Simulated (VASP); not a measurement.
Set up this calculation in VASP 6.6.1, as the native input.

- Task: electric field gradients
- Functional: PBEsol
- Potentials or basis: VASP PAW PBE potentials, release 64 (Os)
- Cutoff: 520 eV
- k mesh: 14 × 14 × 14
- Occupations: fermi-dirac, width 0.05 eV
- Spin: no spin polarisation
- Dipole correction: no
- Further INCAR settings: ALGO = Normal; EDIFF = 1e-08; NBANDS = 10

The structure of Os lies in POSCAR:

```
Os
1.0
    0.0000000000      1.9514618415      1.9514618415
    1.9514618415      0.0000000000      1.9514618415
    1.9514618415      1.9514618415      0.0000000000
Os
1
Direct
    0.0000000000      0.0000000000      0.0000000000
```

This isn't the form of Os at room conditions, which is hcp.

One way to write it, as run:

INCAR

```
ALGO     = Normal         # electronic algorithm
EDIFF    = 1E-8           # SCF threshold, eV
ENCUT    = 520            # plane-wave cutoff, eV
GGA      = PS             # functional
GGA_COMPAT= False        
ISIF     = 2              # what is computed and relaxed
ISMEAR   = -1             # smearing method
LASPH    = True           # aspherical terms in the spheres
LCHARG   = False          # write CHGCAR
LEFG     = True         
LREAL    = False          # projectors in reciprocal space
LWAVE    = False          # write WAVECAR
NBANDS   = 10             # bands
NELM     = 120            # most SCF steps
PREC     = Accurate       # precision mode
SIGMA    = 0.05           # smearing width, eV
```

KPOINTS

```
k-points
0
Gamma
  14 14 14
```

Potentials or basis: VASP PAW PBE potentials, release 64 (Os).

The run is started by

```sh
$ cat potpaw_PBE.64/Os/POTCAR > POTCAR
$ mpirun -np 1 vasp_std > vasp.out
```

Results of the run:

```json
{
 "Pressure": "-23.2 GPa",
 "Band gap on the k mesh": "zero (bands 4 and 5 overlap by 3.44 eV)",
 "Largest electric field gradient by atom": "under 0.05 V/Å² on every atom"
}
```

Caveat: the cell stands under tension; the PAW data sets were made with another functional, which shifts forces and pressure a little; spin-orbit coupling is left out, which moves the levels of the heavy elements.

It took 14 s on 1 thread of Intel(R) Xeon(R) Platinum 8259CL CPU @ 2.50GHz (Skylake/Cascade Lake) (shared host), peak memory 0.15 GiB.
